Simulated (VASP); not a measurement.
# CdS (P6_3/mmc) in VASP: further runs, part 2 of 2

VASP 6.6.1. The steps go on from the part before.

**5. Single point, r2SCAN**

Input file POSCAR:

```
CdS
1.0
    3.8410415924      0.0000000000      0.0000000000
   -1.9205207962      3.3264395960      0.0000000000
    0.0000000000      0.0000000000      6.4452705668
Cd S
2 2
Direct
    0.0000000000      0.0000000000      0.0000000000
    0.0000000000      0.0000000000      0.5000000000
    0.3333333333      0.6666666667      0.2500000000
    0.6666666667      0.3333333333      0.7500000000
```

Input file INCAR.step1:

```
SYSTEM = CdS
PREC = Accurate ; ENCUT = 520
ISMEAR = 0 ; SIGMA = 0.01
LREAL = .FALSE. ; LASPH = .TRUE.
NELM = 60 ; NBANDS = 26
GGA = PE ; ALGO = Normal
EDIFF = 1E-4 ; LWAVE = .TRUE.
LCHARG = .FALSE.
```

Input file INCAR.step2:

```
SYSTEM = CdS
PREC = Accurate ; ENCUT = 520
EDIFF = 1E-7 ; ISMEAR = 0
SIGMA = 0.01 ; LREAL = .FALSE.
LASPH = .TRUE. ; NELM = 60
ALGO = Normal ; ISIF = 2
LWAVE = .FALSE. ; LCHARG = .FALSE.
METAGGA = R2SCAN ; LMIXTAU = .TRUE.
NBANDS = 26 ; ISTART = 1
```

Input file KPOINTS:

```
regular mesh
0
G
  6 6 2
  0 0 0
```

Potentials or basis: VASP PAW PBE potentials, release 64 (Cd, S).

The run is started by

```bash
$ cat potpaw_PBE.64/Cd/POTCAR potpaw_PBE.64/S/POTCAR > POTCAR
$ cp INCAR.step1 INCAR
$ mpirun -np 1 vasp_std > vasp.out
$ cp INCAR.step2 INCAR
$ mpirun -np 1 vasp_std > vasp.out
```

OUTCAR:

```text
SYSTEM = CdS
   PREC = Accurate
   ENCUT = 520
   EDIFF = 1E-7
   ISMEAR = 0
   LREAL = .FALSE.
   LASPH = .TRUE.
   NELM = 60
   ISIF = 2
   METAGGA = R2SCAN
   ISTART = 1

 ion  position               nearest neighbor table
   1  0.000  0.000  0.000-   3 2.74   4 2.74   3 2.74   4 2.74   4 2.74   3 2.74   2 3.22   2 3.22

   2  0.000  0.000  0.500-   3 2.74   4 2.74   3 2.74   4 2.74   4 2.74   3 2.74   1 3.22   1 3.22

   3  0.333  0.667  0.250-   1 2.74   2 2.74   1 2.74   2 2.74   1 2.74   2 2.74
   4  0.667  0.333  0.750-   1 2.74   2 2.74   1 2.74   2 2.74   1 2.74   2 2.74

  LATTYP: Found a hexagonal cell.
 ALAT       =     3.8410415924
 C/A-ratio  =     1.6780007224

  Lattice vectors:

 A1 = (   3.8410415924,   0.0000000000,   0.0000000000)
 A2 = (  -1.9205207962,   3.3264395960,   0.0000000000)
 A3 = (   0.0000000000,   0.0000000000,   6.4452705668)

Analysis of symmetry for initial positions (statically):
=====================================================================
 Subroutine PRICEL returns:
[... 164 lines left out ...]

  energy without entropy =      -58.84930370  energy(sigma->0) =      -58.84930370

 E-fermi :   2.7673     XC(G=0): -10.9018

 val. band max:        2.6578121423   @ k =   0.0000   0.0000   0.0000
 cond. band min:       3.8990009709   @ k =   0.0000   0.0000   0.0000
 fundamental gap:      1.2411888286
 Fermi energy:         2.7672915530

 k-point     1 :       0.0000    0.0000    0.0000
  band No.  band energies     occupation
      1     -10.6517      2.00000
      2      -9.5729      2.00000
      3      -5.6743      2.00000
      4      -5.6389      2.00000
      5      -5.6389      2.00000
      6      -5.3061      2.00000
[... 395 lines left out ...]
     25      11.9466      0.00000
     26      11.9466      0.00000

------------------------ aborting loop because EDIFF is reached ----------------------------------------

  FORCE on cell =-STRESS in cart. coord.  units (eV):
  Direction    XX          YY          ZZ          XY          YZ          ZX
  --------------------------------------------------------------------------------------
  -------------------------------------------------------------------------------------
  Total        0.2293853      0.2293853      0.2371891      0.0000000     -0.0000000      0.0000000
  in kB        4.4627882      4.4627882      4.6146150      0.0000000     -0.0000000      0.0000000
  external PRESSURE =       4.5133972 kB  Pullay stress =       0.0000000 kB

 VOLUME and BASIS-vectors are now :
 -----------------------------------------------------------------------------
  energy-cutoff  :      520.00
  volume of cell :       82.35
      direct lattice vectors                 reciprocal lattice vectors
     3.841041592  0.000000000  0.000000000     0.260346048  0.150310861  0.000000000
    -1.920520796  3.326439596  0.000000000     0.000000000  0.300621722  0.000000000
     0.000000000  0.000000000  6.445270567     0.000000000  0.000000000  0.155152525

 POSITION                                       TOTAL-FORCE (eV/Angst)
 -----------------------------------------------------------------------------------
      0.00000      0.00000      0.00000         0.000000      0.000000      0.000000
      0.00000      0.00000      3.22264         0.000000      0.000000      0.000000
     -0.00000      2.21763      1.61132        -0.000000     -0.000000     -0.000000
      1.92052      1.10881      4.83395         0.000000      0.000000      0.000000
 -----------------------------------------------------------------------------------
    total drift:                               -0.000000      0.000000     -0.000000

  FREE ENERGIE OF THE ION-ELECTRON SYSTEM (eV)
  ---------------------------------------------------
  free  energy   TOTEN  =       -58.8493036964 eV

  energy  without entropy=      -58.8493036964  energy(sigma->0) =      -58.84930370
```

OUTCAR.step1:

```text
SYSTEM = CdS
   PREC = Accurate
   ENCUT = 520
   ISMEAR = 0
   LREAL = .FALSE.
   LASPH = .TRUE.
   NELM = 60
[... 626 lines left out ...]
      0.00000      0.00000      3.22264         0.000000     -0.000000     -0.000000
     -0.00000      2.21763      1.61132        -0.000000      0.000000      0.000000
      1.92052      1.10881      4.83395         0.000000     -0.000000     -0.000000
 -----------------------------------------------------------------------------------
    total drift:                               -0.000000      0.000000     -0.000000

  FREE ENERGIE OF THE ION-ELECTRON SYSTEM (eV)
  ---------------------------------------------------
  free  energy   TOTEN  =       -11.5680395270 eV

  energy  without entropy=      -11.5680395270  energy(sigma->0) =      -11.56803953
```

OSZICAR.step1:

```text
N       E                     dE             d eps       ncg     rms          rms(c)
DAV:   1     0.253502360423E+03    0.25350E+03   -0.17933E+04   736   0.130E+03
DAV:   2     0.452097713946E+00   -0.25305E+03   -0.24260E+03   806   0.330E+02
DAV:   3    -0.126252499542E+02   -0.13077E+02   -0.13001E+02   846   0.760E+01
DAV:   4    -0.127397733504E+02   -0.11452E+00   -0.11443E+00   848   0.682E+00
DAV:   5    -0.127410735200E+02   -0.13002E-02   -0.13001E-02   836   0.735E-01    0.109E+01
DAV:   6    -0.116074529878E+02    0.11336E+01   -0.19569E+00   882   0.144E+01    0.917E+00
DAV:   7    -0.115723047542E+02    0.35148E-01   -0.60421E-01   792   0.439E+00    0.452E+00
DAV:   8    -0.115691522525E+02    0.31525E-02   -0.61031E-02   796   0.252E+00    0.486E-01
DAV:   9    -0.115679976448E+02    0.11546E-02   -0.85312E-03   842   0.111E+00    0.124E-01
DAV:  10    -0.115680395270E+02   -0.41882E-04   -0.72567E-04   776   0.242E-01
   1 F= -.11568040E+02 E0= -.11568040E+02  d E =-.283964E-14
```

Wall time 4.7 min (1 thread of Intel Xeon 6975P-C, shared host); peak memory 0.21 GiB.

Results:

```
Free energy            : -58.8493 eV
Pressure               : 0.5 GPa
Band gap on the k mesh : 1.24 eV, direct
```

Levels at points of the mesh, in eV from the valence-band top:
| k point | band 15 | band 16 | band 17 | band 18 | band 19 | band 20 | band 21 | band 22 |
| --- | --- | --- | --- | --- | --- | --- | --- | --- |
| (0.00, 0.00, 0.00) | -0.77 | -0.77 | 0.00 | 0.00 | 1.24 | 4.01 | 7.31 | 7.31 |
| (0.50, 0.00, 0.00) | -3.14 | -2.11 | -1.43 | -0.05 | 2.94 | 4.21 | 4.35 | 6.46 |
| (0.00, 0.00, 0.50) | -0.36 | -0.36 | -0.36 | -0.36 | 3.64 | 3.64 | 7.33 | 7.33 |
| (0.50, 0.00, 0.50) | -1.35 | -1.35 | -1.19 | -1.19 | 2.55 | 2.55 | 6.36 | 6.36 |

Caveat: the k points lie up to 0.49 Å⁻¹ apart; the PAW data sets were made with another functional, which shifts forces and pressure a little.

**6. The runs side by side**

| level | k mesh | gap on the mesh (eV) | pressure (GPa) |
| --- | --- | --- | --- |
| PBE | 6 × 6 × 2 | 0.63 | 2.2 |
| PBE | 6 × 6 × 4 | 0.63 | 2.2 |
| r2SCAN | 6 × 6 × 2 | 1.24 | 0.5 |

Alike in all rows: task single point; potentials or basis VASP PAW PBE potentials, release 64 (Cd, S); no spin polarisation; cell as given; cutoff (eV) 520; smearing gaussian 0.01 eV.

Caveats: some runs use coarse meshes; the PAW data sets were made with another functional, which shifts forces and pressure a little (some runs).

Absolute energies hang on the potentials; compare differences alone.
